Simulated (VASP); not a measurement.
# Ir (P6_3/mmc) in VASP: a series of runs

Ir is run at these levels: r2SCAN; tasks: single point, relaxation of shape and atoms at fixed volume.

Everything below comes from runs of VASP 6.6.1. Logs are shortened: lines on timing, memory, paths and dates and some standing lists are left out, and cuts for length are marked.

### 1 The cell of the first run

It takes space group P6_3/mmc (No. 194, hexagonal). The conventional cell has a = 2.751 Å, b = 2.751 Å, c = 4.462 Å, α = 90.00°, β = 90.00°, γ = 120.00°. Ir (site symmetry -6m2) has 12 Ir at 2.74 to 2.75 Å within 3.6 Å.

### 2 Single point, r2SCAN

Input file POSCAR:

```
Ir
1.0
    2.7513778946      0.0000000000      0.0000000000
   -1.3756889473      2.3827631521      0.0000000000
    0.0000000000      0.0000000000      4.4622900000
Ir
2
Direct
    0.6666666700      0.3333333300      0.7500000000
    0.3333333300      0.6666666700      0.2500000000
```

Input file INCAR.step1:

```
SYSTEM = Ir
PREC = Accurate
ENCUT = 520
ISMEAR = 0
SIGMA = 0.1
LREAL = .FALSE.
LASPH = .TRUE.
NELM = 80
NBANDS = 16
GGA = PE
ALGO = Normal
EDIFF = 1E-4
LWAVE = .TRUE.
LCHARG = .FALSE.
```

Input file INCAR.step2:

```
SYSTEM = Ir
PREC = Accurate
ENCUT = 520
EDIFF = 1E-7
ISMEAR = 0
SIGMA = 0.1
LREAL = .FALSE.
LASPH = .TRUE.
NELM = 80
ALGO = Normal
ISIF = 2
LWAVE = .FALSE.
LCHARG = .FALSE.
METAGGA = R2SCAN
LMIXTAU = .TRUE.
NBANDS = 16
ISTART = 1
```

Input file KPOINTS:

```
regular mesh
0
G
  6 6 4
  0 0 0
```

Potentials or basis: VASP PAW PBE potentials, release 64 (Ir).

The run is started by

```bash
$ cat potpaw_PBE.64/Ir/POTCAR > POTCAR
$ cp INCAR.step1 INCAR
$ mpirun -np 1 vasp_std > vasp.out
$ cp INCAR.step2 INCAR
$ mpirun -np 1 vasp_std > vasp.out
```

OUTCAR:

```text
SYSTEM = Ir
   PREC = Accurate
   ENCUT = 520
   EDIFF = 1E-7
   ISMEAR = 0
   LREAL = .FALSE.
   LASPH = .TRUE.
   NELM = 80
   ISIF = 2
   METAGGA = R2SCAN
   ISTART = 1

 ion  position               nearest neighbor table
   1  0.667  0.333  0.750-   2 2.74   2 2.74   2 2.74   2 2.74   2 2.74   2 2.74
   2  0.333  0.667  0.250-   1 2.74   1 2.74   1 2.74   1 2.74   1 2.74   1 2.74

  LATTYP: Found a hexagonal cell.
 ALAT       =     2.7513778946
 C/A-ratio  =     1.6218382828

  Lattice vectors:

 A1 = (   2.7513778946,   0.0000000000,   0.0000000000)
 A2 = (  -1.3756889473,   2.3827631521,   0.0000000000)
 A3 = (   0.0000000000,   0.0000000000,   4.4622900000)

Analysis of symmetry for initial positions (statically):
=====================================================================
 Subroutine PRICEL returns:
 Original cell was already a primitive cell.

 Routine SETGRP: Setting up the symmetry group for a
 hexagonal supercell.

 Subroutine GETGRP returns: Found 24 space group operations
 (whereof 12 operations were pure point group operations)
 out of a pool of 24 trial point group operations.

The static configuration has the point symmetry D_3d.
 The point group associated with its full space group is D_6h.

Analysis of symmetry for dynamics (positions and initial velocities):
=====================================================================
 Subroutine PRICEL returns:
 Original cell was already a primitive cell.

 Routine SETGRP: Setting up the symmetry group for a
 hexagonal supercell.

 Subroutine GETGRP returns: Found 24 space group operations
 (whereof 12 operations were pure point group operations)
 out of a pool of 24 trial point group operations.

The dynamic configuration has the point symmetry D_3d.
 The point group associated with its full space group is D_6h.

 Subroutine INISYM returns: Found 24 space group operations
 (whereof 12 operations are pure point group operations),
 and found     1 'primitive' translations

----------------------------------------------------------------------------------------

                                     Primitive cell

  volume of cell :      29.2542

  direct lattice vectors                    reciprocal lattice vectors
     2.751377895  0.000000000  0.000000000     0.363454254  0.209840411  0.000000000
    -1.375688947  2.382763152  0.000000000     0.000000000  0.419680823  0.000000000
     0.000000000  0.000000000  4.462290000     0.000000000  0.000000000  0.224100182

  length of vectors
     2.751377895  2.751377895  4.462290000     0.419680823  0.419680823  0.224100182

  position of ions in fractional coordinates (direct lattice)
     0.666666670  0.333333330  0.750000000
     0.333333330  0.666666670  0.250000000

  ion indices of the primitive-cell ions
   primitive index   ion index
                 1           1
                 2           2

----------------------------------------------------------------------------------------

 KPOINTS: regular mesh

Automatic generation of k-mesh.
 Grid dimensions read from file:
 generate k-points for:    6    6    4

 Generating k-lattice:

  Cartesian coordinates                     Fractional coordinates (reciprocal lattice)
     0.060575709  0.034973402  0.000000000     0.166666667 -0.000000000  0.000000000
     0.000000000  0.069946804  0.000000000     0.000000000  0.166666667  0.000000000
     0.000000000  0.000000000  0.056025045     0.000000000  0.000000000  0.250000000

  Length of vectors
     0.069946804  0.069946804  0.056025045

  Shift w.r.t. Gamma in fractional coordinates (k-lattice)
     0.000000000  0.000000000  0.000000000

 Subroutine IBZKPT returns following result:
 ===========================================

 Found     21 irreducible k-points:

 Following reciprocal coordinates:
            Coordinates               Weight
  0.000000  0.000000  0.000000      1.000000
  0.166667  0.000000  0.000000      6.000000
  0.333333  0.000000  0.000000      6.000000
  0.500000  0.000000  0.000000      3.000000
  0.166667  0.166667  0.000000      6.000000
  0.333333  0.166667  0.000000     12.000000
[... 13 lines left out ...]
  0.333333  0.166667  0.500000     12.000000
  0.333333  0.333333  0.500000      2.000000
   k-points           NKPTS =     21   k-points in BZ     NKDIM =     21   number of bands    NBANDS=     16
   number of dos      NEDOS =    301   number of ions     NIONS =      2
   total plane-waves  NPLWV =  14400
   dimension x,y,z NGX =    20 NGY =   20 NGZ =   36
   dimension x,y,z NGXF=    40 NGYF=   40 NGZF=   72
   ions per type =               2
   NGX,Y,Z   is equivalent  to a cutoff of  12.08, 12.08, 13.41 a.u.
   NGXF,Y,Z  is equivalent  to a cutoff of  24.17, 24.17, 26.82 a.u.
 SYSTEM =  Ir
   PREC   = accura    normal or accurate (medium, high low for compatibility)
   ISTART =      1    job   : 0-new  1-cont  2-samecut
   ICHARG =      0    charge: 1-file 2-atom 10-const
   ISPIN  =      1    spin polarized calculation?
   LNONCOLLINEAR =      F non collinear calculations
   LSORBIT =      F    spin-orbit coupling
   LASPH  =      T    aspherical Exc in radial PAW
   ENCUT  =  520.0 eV  38.22 Ry    6.18 a.u.   5.12  5.12  8.30*2*pi/ulx,y,z
   NELM   =     80;   NELMIN=  2; NELMDL=  0     # of ELM steps
   EDIFF  = 0.1E-06   stopping-criterion for ELM
   LREAL  =      F    real-space projection
   EDIFFG = 0.1E-05   stopping-criterion for IOM
   NSW    =      0    number of steps for IOM
   IBRION =     -1    ionic relax: 0-MD 1-quasi-New 2-CG
   NFREE  =      0    steps in history (QN), initial steepest desc. (CG)
   ISIF   =      2    stress and relaxation
   ISYM   =      2    0-nonsym 1-usesym 2-fastsym
   POTIM  = 0.5000    time-step for ionic-motion
   TEBEG  =    0.0;   TEEND  =   0.0 temperature during run
   PSTRESS=    0.0 pullay stress
   NELECT =      18.0000    total number of electrons
   NUPDOWN=      -1.0000    fix difference up-down
   EMIN   =  10.00;   EMAX   =-10.00  energy-range for DOS
   EFERMI =   0.00;   METHOD = LEGACY
   ISMEAR =     0;   SIGMA  =   0.10  broadening in eV -4-tet -1-fermi 0-gaus
   EFERMI_NEDOS =   21; number of points for ismear=-14 and -15
   IALGO  =     38    algorithm
   IMIX   =      4    mixing-type and parameters
     AMIX     =   0.40;   BMIX     =  1.00
     AMIX_MAG =   1.60;   BMIX_MAG =  1.00
  volume/ion in A,a.u.               =      14.63        98.71
  Fermi-wavevector in a.u.,A,eV,Ry     =   1.392417  2.631287 26.379323  1.938826
  Thomas-Fermi vector in A             =   2.516162
   LORBIT       =      0    0 simple, 1 ext, 2 COOP (PROOUT), +10 PAW based schemes
   METAGGA = R2SCAN    functional components
   LHFCALC =     F    Hartree Fock is set to
   AEXX    =    0.0000 exact exchange contribution
   IVDW    =     0    specifies the selected vdW correction
   LEPSILON=     F    determine dielectric tensor
   LRPA    =     F    only Hartree local field effects (RPA)
 non-spin polarized calculation
 Gauss-broadening in eV      SIGMA  =   0.10
  energy-cutoff  :      520.00
  volume of cell :       29.25
 maximum number of plane-waves:       801
   NGX = 11   NGY = 11   NGZ = 17

 number of electron      18.0000000 magnetization

 Free energy of the ion-electron system (eV)
  ---------------------------------------------------
  ext. energy  EPLUGINS =         0.00000000
  ---------------------------------------------------
  free energy    TOTEN  =      -104.52583091 eV

  energy without entropy =     -104.51629776  energy(sigma->0) =     -104.52106434

 E-fermi :   9.5345     XC(G=0): -15.1090

 val. band max:        9.5076019917   @ k =   0.5000   0.0000   0.2500
 cond. band min:       9.6572317032   @ k =   0.1667   0.0000   0.5000
 fundamental gap:      0.1496297115
 Fermi energy:         9.5344911487

 k-point     1 :       0.0000    0.0000    0.0000
  band No.  band energies     occupation
      1      -1.5635      2.00000
      2       1.5687      2.00000
      3       5.8029      2.00000
      4       5.9535      2.00000
      5       5.9535      2.00000
      6       6.5970      2.00000
[... 8 lines left out ...]
     15      27.0421      0.00000
     16      28.0761      0.00000

 k-point     2 :       0.1667    0.0000    0.0000
  band No.  band energies     occupation
      1      -0.5205      2.00000
      2       2.4089      2.00000
      3       4.9642      2.00000
      4       5.8053      2.00000
      5       6.0546      2.00000
      6       6.7917      2.00000
[... 8 lines left out ...]
     15      27.9179      0.00000
     16      28.1893      0.00000

 k-point     3 :       0.3333    0.0000    0.0000
  band No.  band energies     occupation
      1       1.5872      2.00000
      2       2.6681      2.00000
      3       3.6506      2.00000
      4       5.2499      2.00000
      5       5.9615      2.00000
      6       6.1139      2.00000
[... 8 lines left out ...]
     15      24.0482      0.00000
     16      25.3156      0.00000

 k-point     4 :       0.5000    0.0000    0.0000
  band No.  band energies     occupation
      1       2.2064      2.00000
      2       2.2908      2.00000
      3       2.8777      2.00000
      4       5.6186      2.00000
      5       6.1598      2.00000
      6       6.3209      2.00000
[... 8 lines left out ...]
     15      21.2510      0.00000
     16      21.6802      0.00000

 k-point     5 :       0.1667    0.1667    0.0000
  band No.  band energies     occupation
      1       1.2267      2.00000
      2       3.4523      2.00000
      3       4.1757      2.00000
      4       4.2536      2.00000
      5       5.7108      2.00000
      6       5.8855      2.00000
[... 8 lines left out ...]
     15      23.0305      0.00000
     16      26.6869      0.00000

 k-point     6 :       0.3333    0.1667    0.0000
  band No.  band energies     occupation
      1       2.8594      2.00000
      2       3.0872      2.00000
      3       3.1015      2.00000
      4       5.1067      2.00000
      5       5.3758      2.00000
      6       6.1799      2.00000
[... 8 lines left out ...]
     15      20.7002      0.00000
     16      24.5687      0.00000

 k-point     7 :       0.3333    0.3333    0.0000
  band No.  band energies     occupation
      1       2.9587      2.00000
      2       3.8677      2.00000
      3       3.8677      2.00000
      4       4.6798      2.00000
      5       5.4970      2.00000
      6       5.4970      2.00000
[... 8 lines left out ...]
     15      23.7019      0.00000
     16      23.7019      0.00000

 k-point     8 :       0.0000    0.0000    0.2500
  band No.  band energies     occupation
      1      -0.8733      2.00000
      2       1.5535      2.00000
      3       5.5155      2.00000
      4       5.7504      2.00000
      5       5.7504      2.00000
      6       6.2811      2.00000
[... 8 lines left out ...]
     15      26.5910      0.00000
     16      28.6772      0.00000

 k-point     9 :       0.1667    0.0000    0.2500
  band No.  band energies     occupation
      1       0.1027      2.00000
      2       2.4891      2.00000
      3       4.8722      2.00000
      4       5.1127      2.00000
      5       5.5030      2.00000
      6       6.3540      2.00000
[... 8 lines left out ...]
     15      27.1871      0.00000
     16      27.4719      0.00000
[... 115 lines left out ...]
 k-point    16 :       0.1667    0.0000    0.5000
  band No.  band energies     occupation
      1       1.6291      2.00000
      2       1.6291      2.00000
      3       4.5667      2.00000
      4       4.5667      2.00000
      5       5.7369      2.00000
      6       5.7369      2.00000
[... 8 lines left out ...]
     15      26.7181      0.00000
     16      26.7181      0.00000

 k-point    17 :       0.3333    0.0000    0.5000
  band No.  band energies     occupation
      1       2.2113      2.00000
      2       2.2113      2.00000
      3       4.0901      2.00000
      4       4.0901      2.00000
      5       6.8820      2.00000
      6       6.8820      2.00000
[... 8 lines left out ...]
     15      25.9223      0.00000
     16      25.9223      0.00000

 k-point    18 :       0.5000    0.0000    0.5000
  band No.  band energies     occupation
      1       1.9534      2.00000
      2       1.9534      2.00000
      3       3.7783      2.00000
      4       3.7783      2.00000
      5       7.6005      2.00000
      6       7.6005      2.00000
[... 8 lines left out ...]
     15      25.9516      0.00000
     16      25.9516      0.00000

 k-point    19 :       0.1667    0.1667    0.5000
  band No.  band energies     occupation
      1       2.5838      2.00000
      2       2.5838      2.00000
      3       4.4546      2.00000
      4       4.4546      2.00000
      5       5.2678      2.00000
      6       5.2678      2.00000
[... 8 lines left out ...]
     15      25.8810      0.00000
     16      25.8810      0.00000

 k-point    20 :       0.3333    0.1667    0.5000
  band No.  band energies     occupation
      1       2.6178      2.00000
      2       2.6178      2.00000
      3       4.2978      2.00000
      4       4.2978      2.00000
      5       6.1724      2.00000
      6       6.1724      2.00000
[... 8 lines left out ...]
     15      23.6207      0.00000
     16      23.6207      0.00000

 k-point    21 :       0.3333    0.3333    0.5000
  band No.  band energies     occupation
      1       3.4281      2.00000
      2       3.4281      2.00000
      3       4.3471      2.00000
      4       4.3471      2.00000
      5       5.6021      2.00000
      6       5.6021      2.00000
[... 8 lines left out ...]
     15      19.7682      0.00000
     16      19.7682      0.00000

------------------------ aborting loop because EDIFF is reached ----------------------------------------

  FORCE on cell =-STRESS in cart. coord.  units (eV):
  Direction    XX          YY          ZZ          XY          YZ          ZX
  --------------------------------------------------------------------------------------
  -------------------------------------------------------------------------------------
  Total       -0.8280974     -0.8280974     -2.0406587     -0.0000000     -0.0000000      0.0000000
  in kB      -45.3526939    -45.3526939   -111.7614560     -0.0000000     -0.0000000      0.0000000
  external PRESSURE =     -67.4889479 kB  Pullay stress =       0.0000000 kB

 VOLUME and BASIS-vectors are now :
 -----------------------------------------------------------------------------
  energy-cutoff  :      520.00
  volume of cell :       29.25
      direct lattice vectors                 reciprocal lattice vectors
     2.751377895  0.000000000  0.000000000     0.363454254  0.209840411  0.000000000
    -1.375688947  2.382763152  0.000000000     0.000000000  0.419680823  0.000000000
     0.000000000  0.000000000  4.462290000     0.000000000  0.000000000  0.224100182

 POSITION                                       TOTAL-FORCE (eV/Angst)
 -----------------------------------------------------------------------------------
      1.37569      0.79425      3.34672        -0.000000      0.000000      0.000000
     -0.00000      1.58851      1.11557         0.000000      0.000000      0.000000
 -----------------------------------------------------------------------------------
    total drift:                               -0.000000      0.000000     -0.000000

  FREE ENERGIE OF THE ION-ELECTRON SYSTEM (eV)
  ---------------------------------------------------
  free  energy   TOTEN  =      -104.5258309118 eV

  energy  without entropy=     -104.5162977638  energy(sigma->0) =     -104.52106434
```

Wall time 35 s (1 thread of AMD EPYC 9R14 (Zen 4), shared host); peak memory 0.11 GiB.

Results:

```yaml
Free_energy: -104.5258 eV
Pressure: -6.7 GPa
Band_gap_on_the_k_mesh: zero (band 9 reaches 10.69 eV, above the bottom of band 10 at 7.42 eV)
```

Caveat: the k points lie up to 0.44 Å⁻¹ apart; the PAW data sets were made with another functional, which shifts forces and pressure a little; spin-orbit coupling is left out, which moves the levels of the heavy elements.

(Part 1 of 2 ends here.)
